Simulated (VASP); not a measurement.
GaP:

```
Ga P
1.0
     0.00000    2.55854    2.55854
     2.55854    0.00000    2.55854
     2.55854    2.55854    0.00000
Ga P
1 1
Direct
  0.00000 0.00000 0.00000
  0.50000 0.50000 0.50000
```

Base run:

- Program: VASP 6.6.1
- Functional: PBE
- Potentials or basis: VASP PAW PBE potentials, release 64 (Ga_d, P)
- Cutoff: 520 eV
- k mesh: 6 × 6 × 6
- Occupations: fermi-dirac, width 0.02 eV
- Spin: no spin polarisation

Its results: band gap on the k mesh zero (band 9 reaches 7.26 eV, above the bottom of band 10 at 3.96 eV); pressure 2.3 GPa.

Question: After a change of settings the same cell gave: band gap on the k mesh zero (band 9 reaches 6.71 eV, above the bottom of band 10 at 3.43 eV); pressure 0.7 GPa. Which change was it?
A. further incar settings from ALGO = Normal; EDIFF = 1e-06; NBANDS = 16 to ALGO = Normal; EDIFF = 1e-07; NBANDS = 16; ISYM = 0
B. occupations from fermi-dirac, width 0.02 eV to gaussian, width 0.2 eV
C. spin from no spin polarisation to collinear spin, zero start; further incar settings from ALGO = Normal; EDIFF = 1e-06; NBANDS = 16 to ALGO = Normal; EDIFF = 1e-06; NBANDS = 20
D. functional from PBE to HSE06; k mesh from 6 × 6 × 6 to 4 × 4 × 4

Answer: D.

Caveats: some runs use coarse meshes; the PAW data sets were made with another functional, which shifts forces and pressure a little (some runs).
